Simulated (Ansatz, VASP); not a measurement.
## Two plane-wave programs on TePb

INCAR

```
SYSTEM = TePb
PREC = Accurate
ENCUT = 500
EDIFF = 1E-6
ISMEAR = -1
SIGMA = 0.02
LREAL = .FALSE.
LASPH = .TRUE.
NELM = 120
ALGO = Normal
ISIF = 2
LWAVE = .FALSE.
LCHARG = .FALSE.
GGA = PE
NBANDS = 17
GGA_COMPAT = .FALSE.
```

KPOINTS

```
regular mesh
0
G
  6 6 6
  0 0 0
```

The input POSCAR:

```
TePb
1.0
    0.0000000000      3.5846867617      3.5846867617
    3.5846867617      0.0000000000      3.5846867617
    3.5846867617      3.5846867617      0.0000000000
Pb Te
1 1
Direct
    0.0000000000      0.0000000000      0.0000000000
    0.2500000000      0.2500000000      0.2500000000
```

Input for Ansatz:

```yaml
crystal:
  lattice:
    - [0.0, 3.5846867617, 3.5846867617]
    - [3.5846867617, 0.0, 3.5846867617]
    - [3.5846867617, 3.5846867617, 0.0]
  atoms:
    - { symbol: Pb, position: [0.0, 0.0, 0.0] }
    - { symbol: Te, position: [0.25, 0.25, 0.25] }
kpoints:
  mp_grid: { grid: [6, 6, 6] }
  band_path:
    path:
      - [0.0, 0.0, 0.0]
      - [-0.5, -0.5, 0.0]
      - [-0.375, -0.375, 0.25]
      - [-0.375, 0.0, 0.375]
      - [0.0, 0.0, 0.5]
      - [-0.5, -0.25, 0.25]
    npoints: 1
hamiltonian:
  xc: pbe
scf:
  occupations: { method: fermi_dirac, width: 0.02 }
  n_extra_bands: 4
output:
  forces: true
  stress: true
  eigenvalues: true
```

Change from the starting cell: hydrostatic strain -1.6%.

Alike in both runs: task single point; functional PBE; k mesh 6 × 6 × 6; occupations fermi-dirac, width 0.02 eV; no spin polarisation.

|  | VASP | Ansatz |
| --- | --- | --- |
| version | VASP 6.6.1 | Ansatz 0.2.0 |
| potentials or method | VASP PAW PBE potentials, release 64 (Pb_d, Te) | plane waves, PAW |
| plane-wave cutoff (eV) | 500 | 420 |
| valence electrons in the cell | 20 | 30 |

|  | VASP | Ansatz | Ansatz less VASP |
| --- | --- | --- | --- |
| pressure (GPa) | 1.9 | 1.9 | +0.03 |

VASP's potentials hold 20 valence electrons a cell and Ansatz's 30, so a difference there can come from the potentials and not from the codes.

Neither program's run includes spin-orbit coupling.
